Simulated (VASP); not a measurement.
# CuCl (F-43m) in VASP: settings compared

Aim: see how the results for CuCl move with the level of theory and the settings. Levels: r2SCAN, PBEsol+U. Tasks: single point.

All numbers are computed with VASP 6.6.1; they aren't measurements. Logs are shortened: lines on timing, memory, paths and dates and some standing lists are left out, and cuts for length are marked.

**1. The cell of the first run**

It takes space group F-43m (No. 216, cubic). Conventional cell: a = 5.479 Å, b = 5.479 Å, c = 5.479 Å, α = 90.00°, β = 90.00°, γ = 90.00°. Within 3.1 Å of Cu (site symmetry -43m) lie 4 Cl at 2.37 Å. Within 3.1 Å of Cl (site symmetry -43m) lie 4 Cu at 2.37 Å.

**2. Single point, r2SCAN (20.56 Å³/atom)**

POSCAR reads:

```
CuCl
1.0
    0.0000000000      2.7393318236      2.7393318236
    2.7393318236      0.0000000000      2.7393318236
    2.7393318236      2.7393318236      0.0000000000
Cu Cl
1 1
Direct
    0.0000000000      0.0000000000      0.0000000000
    0.7500000000      0.7500000000      0.7500000000
```

INCAR.step1 reads:

```
PREC     = Accurate       # precision mode
ENCUT    = 660            # plane-wave cutoff, eV
ISMEAR   = 0              # smearing method
SIGMA    = 0.05           # smearing width, eV
LREAL    = F              # projectors in reciprocal space
LASPH    = T              # aspherical terms in the spheres
NELM     = 120            # most SCF steps
NBANDS   = 16             # bands
GGA      = PE             # functional
ALGO     = Normal         # electronic algorithm
EDIFF    = 1E-5           # SCF threshold, eV
LWAVE    = T              # write WAVECAR
LCHARG   = F              # write CHGCAR
GGA_COMPAT= F
```

INCAR.step2 reads:

```
PREC     = Accurate       # precision mode
ENCUT    = 660            # plane-wave cutoff, eV
EDIFF    = 1E-6           # SCF threshold, eV
ISMEAR   = 0              # smearing method
SIGMA    = 0.05           # smearing width, eV
LREAL    = F              # projectors in reciprocal space
LASPH    = T              # aspherical terms in the spheres
NELM     = 120            # most SCF steps
ALGO     = Normal         # electronic algorithm
ISIF     = 2              # what is computed and relaxed
LWAVE    = F              # write WAVECAR
LCHARG   = F              # write CHGCAR
METAGGA  = R2SCAN         # meta-GGA
LMIXTAU  = T            
NBANDS   = 16             # bands
ISTART   = 1            
GGA_COMPAT= F
```

KPOINTS reads:

```
regular mesh
0
Gamma
  12 12 12
```

Potentials or basis: VASP PAW PBE potentials, release 64 (Cu, Cl).

The run is started by

```
> cat potpaw_PBE.64/Cu/POTCAR potpaw_PBE.64/Cl/POTCAR > POTCAR
> cp INCAR.step1 INCAR
> mpirun -np 1 vasp_std > vasp.out
> cp INCAR.step2 INCAR
> mpirun -np 1 vasp_std > vasp.out
```

OUTCAR:

```text
PREC = Accurate
   ENCUT = 660
   EDIFF = 1E-6
   ISMEAR = 0
   LREAL = F
   LASPH = T
   NELM = 120
   ISIF = 2
   METAGGA = R2SCAN
   ISTART = 1

 ion  position               nearest neighbor table
   1  0.000  0.000  0.000-   2 2.37   2 2.37   2 2.37   2 2.37
   2  0.750  0.750  0.750-   1 2.37   1 2.37   1 2.37   1 2.37

  LATTYP: Found a face centered cubic cell.
 ALAT       =     5.4786636472

  Lattice vectors:

 A1 = (   0.0000000000,   2.7393318236,   2.7393318236)
 A2 = (   2.7393318236,   0.0000000000,   2.7393318236)
 A3 = (   2.7393318236,   2.7393318236,   0.0000000000)

Analysis of symmetry for initial positions (statically):
=====================================================================
 Subroutine PRICEL returns:
 Original cell was already a primitive cell.

 Routine SETGRP: Setting up the symmetry group for a
 face centered cubic supercell.

 Subroutine GETGRP returns: Found 24 space group operations
 (whereof 24 operations were pure point group operations)
 out of a pool of 48 trial point group operations.

The static configuration has the point symmetry T_d .

Analysis of symmetry for dynamics (positions and initial velocities):
=====================================================================
 Subroutine PRICEL returns:
 Original cell was already a primitive cell.

 Routine SETGRP: Setting up the symmetry group for a
 face centered cubic supercell.

 Subroutine GETGRP returns: Found 24 space group operations
 (whereof 24 operations were pure point group operations)
 out of a pool of 48 trial point group operations.

The dynamic configuration has the point symmetry T_d .

 Subroutine INISYM returns: Found 24 space group operations
 (whereof 24 operations are pure point group operations),
 and found     1 'primitive' translations

----------------------------------------------------------------------------------------

                                     Primitive cell

  volume of cell :      41.1116

  direct lattice vectors                    reciprocal lattice vectors
     0.000000000  2.739331824  2.739331824    -0.182526263  0.182526263  0.182526263
     2.739331824  0.000000000  2.739331824     0.182526263 -0.182526263  0.182526263
     2.739331824  2.739331824  0.000000000     0.182526263  0.182526263 -0.182526263

  length of vectors
     3.874000217  3.874000217  3.874000217     0.316144761  0.316144761  0.316144761

  position of ions in fractional coordinates (direct lattice)
     0.000000000  0.000000000  0.000000000
     0.750000000  0.750000000  0.750000000

  ion indices of the primitive-cell ions
   primitive index   ion index
                 1           1
                 2           2

----------------------------------------------------------------------------------------

 KPOINTS: regular mesh

Automatic generation of k-mesh.
 Grid dimensions read from file:
 generate k-points for:   12   12   12

 Generating k-lattice:

  Cartesian coordinates                     Fractional coordinates (reciprocal lattice)
    -0.015210522  0.015210522  0.015210522     0.083333333  0.000000000  0.000000000
     0.015210522 -0.015210522  0.015210522     0.000000000  0.083333333  0.000000000
     0.015210522  0.015210522 -0.015210522     0.000000000  0.000000000  0.083333333

  Length of vectors
     0.026345397  0.026345397  0.026345397

  Shift w.r.t. Gamma in fractional coordinates (k-lattice)
     0.000000000  0.000000000  0.000000000

 Subroutine IBZKPT returns following result:
 ===========================================

 Found     72 irreducible k-points:

 Following reciprocal coordinates:
            Coordinates               Weight
  0.000000  0.000000  0.000000      1.000000
  0.083333  0.000000  0.000000      8.000000
  0.166667  0.000000  0.000000      8.000000
  0.250000  0.000000  0.000000      8.000000
  0.333333  0.000000  0.000000      8.000000
  0.416667  0.000000  0.000000      8.000000
[... 16 lines left out ...]
  0.500000  0.166667  0.000000     24.000000
 -0.416667  0.166667  0.000000     24.000000
 [... further k-points ...]
   k-points           NKPTS =     72   k-points in BZ     NKDIM =     72   number of bands    NBANDS=     16
   number of dos      NEDOS =    301   number of ions     NIONS =      2
   total plane-waves  NPLWV =  32768
   dimension x,y,z NGX =    32 NGY =   32 NGZ =   32
   dimension x,y,z NGXF=    64 NGYF=   64 NGZF=   64
   ions per type =               1   1
   NGX,Y,Z   is equivalent  to a cutoff of  13.73, 13.73, 13.73 a.u.
   NGXF,Y,Z  is equivalent  to a cutoff of  27.46, 27.46, 27.46 a.u.
 SYSTEM =  unknown system
   PREC   = accura    normal or accurate (medium, high low for compatibility)
   ISTART =      1    job   : 0-new  1-cont  2-samecut
   ICHARG =      0    charge: 1-file 2-atom 10-const
   ISPIN  =      1    spin polarized calculation?
   LNONCOLLINEAR =      F non collinear calculations
   LSORBIT =      F    spin-orbit coupling
   LASPH  =      T    aspherical Exc in radial PAW
   ENCUT  =  660.0 eV  48.51 Ry    6.96 a.u.   8.11  8.11  8.11*2*pi/ulx,y,z
   NELM   =    120;   NELMIN=  2; NELMDL=  0     # of ELM steps
   EDIFF  = 0.1E-05   stopping-criterion for ELM
   LREAL  =      F    real-space projection
   EDIFFG = 0.1E-04   stopping-criterion for IOM
   NSW    =      0    number of steps for IOM
   IBRION =     -1    ionic relax: 0-MD 1-quasi-New 2-CG
   NFREE  =      0    steps in history (QN), initial steepest desc. (CG)
   ISIF   =      2    stress and relaxation
   ISYM   =      2    0-nonsym 1-usesym 2-fastsym
   POTIM  = 0.5000    time-step for ionic-motion
   TEBEG  =    0.0;   TEEND  =   0.0 temperature during run
   PSTRESS=    0.0 pullay stress
   NELECT =      18.0000    total number of electrons
   NUPDOWN=      -1.0000    fix difference up-down
   EMIN   =  10.00;   EMAX   =-10.00  energy-range for DOS
   EFERMI =   0.00;   METHOD = LEGACY
   ISMEAR =     0;   SIGMA  =   0.05  broadening in eV -4-tet -1-fermi 0-gaus
   EFERMI_NEDOS =   21; number of points for ismear=-14 and -15
   IALGO  =     38    algorithm
   IMIX   =      4    mixing-type and parameters
     AMIX     =   0.40;   BMIX     =  1.00
     AMIX_MAG =   1.60;   BMIX_MAG =  1.00
  volume/ion in A,a.u.               =      20.56       138.72
  Fermi-wavevector in a.u.,A,eV,Ry     =   1.243114  2.349145 21.025530  1.545333
  Thomas-Fermi vector in A             =   2.377439
   LORBIT       =      0    0 simple, 1 ext, 2 COOP (PROOUT), +10 PAW based schemes
   METAGGA = R2SCAN    functional components
   LHFCALC =     F    Hartree Fock is set to
   AEXX    =    0.0000 exact exchange contribution
   IVDW    =     0    specifies the selected vdW correction
   LEPSILON=     F    determine dielectric tensor
   LRPA    =     F    only Hartree local field effects (RPA)
 non-spin polarized calculation
 Gauss-broadening in eV      SIGMA  =   0.05
  energy-cutoff  :      660.00
  volume of cell :       41.11
 maximum number of plane-waves:      1604
   NGX = 17   NGY = 17   NGZ = 17

 number of electron      18.0000007 magnetization

 Free energy of the ion-electron system (eV)
  ---------------------------------------------------
  ext. energy  EPLUGINS =         0.00000000
  ---------------------------------------------------
  free energy    TOTEN  =       -17.94393932 eV

  energy without entropy =      -17.94393932  energy(sigma->0) =      -17.94393932

 E-fermi :   3.6546     XC(G=0):  -9.7985

 val. band max:        3.3567295441   @ k =   0.0000   0.0000   0.0000
 cond. band min:       4.1768570146   @ k =   0.0000   0.0000   0.0000
 fundamental gap:      0.8201274704
 Fermi energy:         3.6545919476

 k-point     1 :       0.0000    0.0000    0.0000
  band No.  band energies     occupation
      1     -14.2923      2.00000
      2      -1.6635      2.00000
      3      -1.6635      2.00000
      4      -1.6635      2.00000
      5       2.0097      2.00000
      6       2.0097      2.00000
[... 8 lines left out ...]
     15      15.4817      0.00000
     16      16.2377      0.00000

 k-point     2 :       0.0833    0.0000    0.0000
  band No.  band energies     occupation
      1     -14.2668      2.00000
      2      -1.7994      2.00000
      3      -1.6624      2.00000
      4      -1.6624      2.00000
      5       2.0054      2.00000
      6       2.0054      2.00000
[... 8 lines left out ...]
     15      15.1597      0.00000
     16      16.6156      0.00000

 k-point     3 :       0.1667    0.0000    0.0000
  band No.  band energies     occupation
      1     -14.1962      2.00000
      2      -2.1430      2.00000
      3      -1.6601      2.00000
      4      -1.6601      2.00000
      5       1.9986      2.00000
      6       1.9986      2.00000
[... 8 lines left out ...]
     15      14.7189      0.00000
     16      16.4606      0.00000

 k-point     4 :       0.2500    0.0000    0.0000
  band No.  band energies     occupation
      1     -14.0968      2.00000
      2      -2.5643      2.00000
      3      -1.6581      2.00000
      4      -1.6581      2.00000
      5       2.0022      2.00000
      6       2.0022      2.00000
[... 8 lines left out ...]
     15      14.6849      0.00000
     16      15.8484      0.00000
[... 324 lines left out ...]
 k-point    22 :       0.4167    0.1667    0.0000
  band No.  band energies     occupation
      1     -13.9111      2.00000
      2      -2.9866      2.00000
      3      -1.8586      2.00000
      4      -1.7162      2.00000
      5       1.9309      2.00000
      6       2.1012      2.00000
[... 8 lines left out ...]
     15      16.6872      0.00000
     16      17.3763      0.00000

 k-point    23 :       0.5000    0.1667    0.0000
  band No.  band energies     occupation
      1     -13.8559      2.00000
      2      -3.1211      2.00000
      3      -1.9418      2.00000
      4      -1.6993      2.00000
      5       1.9517      2.00000
      6       2.0870      2.00000
[... 8 lines left out ...]
     15      16.9005      0.00000
     16      17.4677      0.00000

 k-point    24 :      -0.4167    0.1667    0.0000
  band No.  band energies     occupation
      1     -13.8485      2.00000
      2      -3.1257      2.00000
      3      -1.9969      2.00000
      4      -1.6760      2.00000
      5       1.9609      2.00000
      6       2.0399      2.00000
[... 8 lines left out ...]
     15      15.9065      0.00000
     16      17.2808      0.00000

 [... further k-points ...]

------------------------ aborting loop because EDIFF is reached ----------------------------------------

  FORCE on cell =-STRESS in cart. coord.  units (eV):
  Direction    XX          YY          ZZ          XY          YZ          ZX
  --------------------------------------------------------------------------------------
  -------------------------------------------------------------------------------------
  Total       -0.8211499     -0.8211499     -0.8211499      0.0000000      0.0000000      0.0000000
  in kB      -32.0014080    -32.0014080    -32.0014080      0.0000000      0.0000000      0.0000000
  external PRESSURE =     -32.0014080 kB  Pullay stress =       0.0000000 kB

 VOLUME and BASIS-vectors are now :
 -----------------------------------------------------------------------------
  energy-cutoff  :      660.00
  volume of cell :       41.11
      direct lattice vectors                 reciprocal lattice vectors
     0.000000000  2.739331824  2.739331824    -0.182526263  0.182526263  0.182526263
     2.739331824  0.000000000  2.739331824     0.182526263 -0.182526263  0.182526263
     2.739331824  2.739331824  0.000000000     0.182526263  0.182526263 -0.182526263

 POSITION                                       TOTAL-FORCE (eV/Angst)
 -----------------------------------------------------------------------------------
      0.00000      0.00000      0.00000        -0.000000     -0.000000     -0.000000
      4.10900      4.10900      4.10900         0.000000      0.000000      0.000000
 -----------------------------------------------------------------------------------
    total drift:                               -0.000001     -0.000001     -0.000001

  FREE ENERGIE OF THE ION-ELECTRON SYSTEM (eV)
  ---------------------------------------------------
  free  energy   TOTEN  =       -17.9439393158 eV

  energy  without entropy=      -17.9439393158  energy(sigma->0) =      -17.94393932
```

Run time: 3.5 min. Hardware: 1 thread of Intel Xeon 8259CL, shared host; peak memory 0.23 GiB.

What came out:

```
Free energy            : -17.9439 eV
Pressure               : -3.2 GPa
Band gap on the k mesh : 0.82 eV
```

Caveat: the cell stands under tension; the PAW data sets were made with another functional, which shifts forces and pressure a little. A k mesh can miss the band edges.

**3. Single point, PBEsol+U**

This run uses another cell than the first one, of 19.21 Å³/atom.

INCAR reads:

```
SYSTEM = CuCl
PREC = Accurate
ENCUT = 600
EDIFF = 1E-6
ISMEAR = 0
SIGMA = 0.05
LREAL = .FALSE.
LASPH = .TRUE.
NELM = 200
ALGO = Normal
ISIF = 2
LWAVE = .FALSE.
LCHARG = .FALSE.
LMAXMIX = 4
LDAU = .TRUE.
LDAUTYPE = 2
LDAUL = 2 -1
LDAUU = 5 0
LDAUJ = 0 0
LDAUPRINT = 1
GGA = PS
NBANDS = 16
GGA_COMPAT = .FALSE.
```

KPOINTS reads:

```
regular mesh
0
G
  12 12 12
  0 0 0
```

POSCAR reads:

```
CuCl
1.0
    0.0000000000      2.6782434428      2.6782434428
    2.6782434428      0.0000000000      2.6782434428
    2.6782434428      2.6782434428      0.0000000000
Cu Cl
1 1
Direct
    0.0000000000      0.0000000000      0.0000000000
    0.7500000000      0.7500000000      0.7500000000
```

Potentials or basis: VASP PAW PBE potentials, release 64 (Cu, Cl).

The run is started by

```
> cat potpaw_PBE.64/Cu/POTCAR potpaw_PBE.64/Cl/POTCAR > POTCAR
> mpirun -np 1 vasp_std > vasp.out
```

Wall time 92 s (1 thread of Intel Xeon 8259CL, shared host); peak memory 0.2 GiB.

The run converged. Its results:

- Free energy: -5.8131 eV
- Pressure: -1.6 GPa
- Band gap on the k mesh: 1.54 eV

Levels at points of the mesh, in eV from the valence-band top:
```
           k point  band 5  band 6  band 7  band 8  band 9  band 10  band 11  band 12  band 13  band 14
(0.00, 0.00, 0.00)   -1.98   -1.98    0.00    0.00    0.00     1.54     7.75     7.75     7.75    12.53
(0.50, 0.00, 0.00)   -1.92   -1.92   -1.86   -0.66   -0.66     3.91     7.76     8.07     8.07    12.90
(0.50, 0.50, 0.00)   -2.04   -1.81   -1.72   -1.47   -1.47     4.13     5.43     9.74    12.17    12.17
```

Eigenvalues of the final occupation matrices:
| site | spin | trace | eigenvalues |
| --- | --- | --- | --- |
| site 1 d | 1 | 4.78 | 0.95 0.95 0.96 0.96 0.96 |
| site 1 d | 2 | 4.78 | 0.95 0.95 0.96 0.96 0.96 |

Caveat: the PAW data sets were made with another functional, which shifts forces and pressure a little.
